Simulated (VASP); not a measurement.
# ZnCu (Pm-3m) in VASP: notebook, part 2 of 2

VASP 6.6.1.

### 4 Single point, PBE

This run uses another cell than the first one, of 12.77 Å³/atom, 1.087 times its volume.

Input file INCAR:

```
SYSTEM = ZnCu
PREC     = Accurate       ! precision mode
ENCUT    = 520            ! plane-wave cutoff, eV
EDIFF    = 1E-6           ! SCF threshold, eV
ISMEAR   = -1             ! smearing method
SIGMA    = 0.2            ! smearing width, eV
LREAL    = .False.        ! projectors in reciprocal space
LASPH    = .True.         ! aspherical terms in the spheres
NELM     = 80             ! most SCF steps
ALGO     = Normal         ! electronic algorithm
ISIF     = 2              ! what is computed and relaxed
LWAVE    = .False.        ! write WAVECAR
LCHARG   = .False.        ! write CHGCAR
GGA      = PE             ! functional
NBANDS   = 18             ! bands
```

Input file KPOINTS:

```
regular mesh
0
Gamma
  10 10 10
  0 0 0
```

Input file POSCAR:

```
ZnCu
1.0
    2.9450000000      0.0000000000      0.0000000000
    0.0000000000      2.9450000000      0.0000000000
    0.0000000000      0.0000000000      2.9450000000
Zn Cu
1 1
Direct
    0.5000000000      0.5000000000      0.5000000000
    0.0000000000      0.0000000000      0.0000000000
```

Potentials or basis: VASP PAW PBE potentials, release 64 (Zn, Cu).

Command:

```console
> cat potpaw_PBE.64/Zn/POTCAR potpaw_PBE.64/Cu/POTCAR > POTCAR
> mpirun -np 1 vasp_std > vasp.out
```

OUTCAR:

```text
SYSTEM = ZnCu
   PREC = Accurate
   ENCUT = 520
   EDIFF = 1E-6
   ISMEAR = -1
   LREAL = .False.
   LASPH = .True.
   NELM = 80
   ISIF = 2
   GGA = PE

 ion  position               nearest neighbor table
   1  0.500  0.500  0.500-   2 2.55   2 2.55   2 2.55   2 2.55   2 2.55   2 2.55   2 2.55   2 2.55

   2  0.000  0.000  0.000-   1 2.55   1 2.55   1 2.55   1 2.55   1 2.55   1 2.55   1 2.55   1 2.55

  LATTYP: Found a simple cubic cell.
 ALAT       =     2.9450000000

  Lattice vectors:

 A1 = (   2.9450000000,   0.0000000000,   0.0000000000)
 A2 = (   0.0000000000,   2.9450000000,   0.0000000000)
 A3 = (   0.0000000000,   0.0000000000,   2.9450000000)

Analysis of symmetry for initial positions (statically):
=====================================================================
 Subroutine PRICEL returns:
 Original cell was already a primitive cell.

 Routine SETGRP: Setting up the symmetry group for a
 simple cubic supercell.

 Subroutine GETGRP returns: Found 48 space group operations
 (whereof 48 operations were pure point group operations)
 out of a pool of 48 trial point group operations.

The static configuration has the point symmetry O_h .

Analysis of symmetry for dynamics (positions and initial velocities):
=====================================================================
 Subroutine PRICEL returns:
 Original cell was already a primitive cell.

 Routine SETGRP: Setting up the symmetry group for a
 simple cubic supercell.

 Subroutine GETGRP returns: Found 48 space group operations
 (whereof 48 operations were pure point group operations)
 out of a pool of 48 trial point group operations.

The dynamic configuration has the point symmetry O_h .

 Subroutine INISYM returns: Found 48 space group operations
 (whereof 48 operations are pure point group operations),
[... 110 lines left out ...]
   EFERMI =   0.00;   METHOD = LEGACY
   ISMEAR =    -1;   SIGMA  =   0.20  broadening in eV -4-tet -1-fermi 0-gaus
   EFERMI_NEDOS =   21; number of points for ismear=-14 and -15
   IALGO  =     38    algorithm
   IMIX   =      4    mixing-type and parameters
     AMIX     =   0.40;   BMIX     =  1.00
     AMIX_MAG =   1.60;   BMIX_MAG =  1.00
  volume/ion in A,a.u.               =      12.77        86.18
  Fermi-wavevector in a.u.,A,eV,Ry     =   1.580880  2.987429 34.003415  2.499180
  Thomas-Fermi vector in A             =   2.681040
   LORBIT       =      0    0 simple, 1 ext, 2 COOP (PROOUT), +10 PAW based schemes
   GGA     = PE    functional components
   LHFCALC =     F    Hartree Fock is set to
   AEXX    =    0.0000 exact exchange contribution
   IVDW    =     0    specifies the selected vdW correction
   LEPSILON=     F    determine dielectric tensor
   LRPA    =     F    only Hartree local field effects (RPA)
 non-spin polarized calculation
  energy-cutoff  :      520.00
  volume of cell :       25.54
 maximum number of plane-waves:       711
 NGX is ok and might be reduce to    24
   NGX = 11   NGY = 11   NGZ = 11

 number of electron      23.0000000 magnetization

 Free energy of the ion-electron system (eV)
  ---------------------------------------------------
  ext. energy  EPLUGINS =         0.00000000
  ---------------------------------------------------
  free energy    TOTEN  =        -5.03911317 eV

  energy without entropy =       -4.97273633  energy(sigma->0) =       -5.00592475

 E-fermi :   5.6135     XC(G=0): -12.4021

 val. band max:        5.5947394844   @ k =   0.3000   0.1000   0.0000
 cond. band min:       5.6213154268   @ k =   0.4000   0.4000   0.4000
 fundamental gap:      0.0265759425
 Fermi energy:         5.6135480997

 k-point     1 :       0.0000    0.0000    0.0000
  band No.  band energies     occupation
      1      -4.7967      2.00000
      2      -2.3061      2.00000
      3      -2.3061      2.00000
      4      -1.6106      2.00000
      5      -1.6106      2.00000
      6      -1.6106      2.00000
[... 481 lines left out ...]
      5      -1.6571      2.00000
      6      -1.5850      2.00000
[... 10 lines left out ...]
     17      20.0033      0.00000
     18      20.4471      0.00000

 [... further k-points ...]

------------------------ aborting loop because EDIFF is reached ----------------------------------------

  FORCE on cell =-STRESS in cart. coord.  units (eV):
  Direction    XX          YY          ZZ          XY          YZ          ZX
  --------------------------------------------------------------------------------------
  -------------------------------------------------------------------------------------
  Total        0.4689695      0.4689695      0.4689695     -0.0000000     -0.0000000      0.0000000
  in kB       29.4170625     29.4170625     29.4170625     -0.0000000     -0.0000000      0.0000000
  external PRESSURE =      29.4170625 kB  Pullay stress =       0.0000000 kB

 VOLUME and BASIS-vectors are now :
 -----------------------------------------------------------------------------
  energy-cutoff  :      520.00
  volume of cell :       25.54
      direct lattice vectors                 reciprocal lattice vectors
     2.945000000  0.000000000  0.000000000     0.339558574  0.000000000  0.000000000
     0.000000000  2.945000000  0.000000000     0.000000000  0.339558574  0.000000000
     0.000000000  0.000000000  2.945000000     0.000000000  0.000000000  0.339558574

 POSITION                                       TOTAL-FORCE (eV/Angst)
 -----------------------------------------------------------------------------------
      1.47250      1.47250      1.47250         0.000000      0.000000      0.000000
      0.00000      0.00000      0.00000         0.000000      0.000000      0.000000
 -----------------------------------------------------------------------------------
    total drift:                                0.000000      0.000000     -0.000000

  FREE ENERGIE OF THE ION-ELECTRON SYSTEM (eV)
  ---------------------------------------------------
  free  energy   TOTEN  =        -5.0391131671 eV

  energy  without entropy=       -4.9727363311  energy(sigma->0) =       -5.00592475
```

stdout:

```text
POSCAR found type information on POSCAR ZnCu
 POSCAR found :  2 types and       2 ions
 scaLAPACK will be used
 LDA part: xc-table for (Slater+PW92), standard interpolation
 POSCAR, INCAR and KPOINTS ok, starting setup
 FFT: planning ... GRIDC
 FFT: planning ... GRID_SOFT
 FFT: planning ... GRID
 WAVECAR not read
 entering main loop
```

It took 14 s on 1 thread of Intel Xeon 6975P-C, shared host; peak memory 0.15 GiB.

What came out:

```
Free energy : -5.0391 eV
Pressure    : 2.9 GPa
```

### 5 Overview

```tsv
cell	gap on the mesh (eV)	pressure (GPa)
a = 2.864 Å, 2 atoms	none	16.0
a = 2.905 Å, 2 atoms	none	8.7
a = 2.945 Å, 2 atoms	none	2.9
```

Alike in all rows: task single point; level PBE; potentials or basis VASP PAW PBE potentials, release 64 (Zn, Cu); no spin polarisation; k mesh 10 × 10 × 10; cutoff (eV) 520; smearing fermi-dirac 0.2 eV.

Total energies depend on the potentials used, so only differences within one code and one set of settings carry meaning.
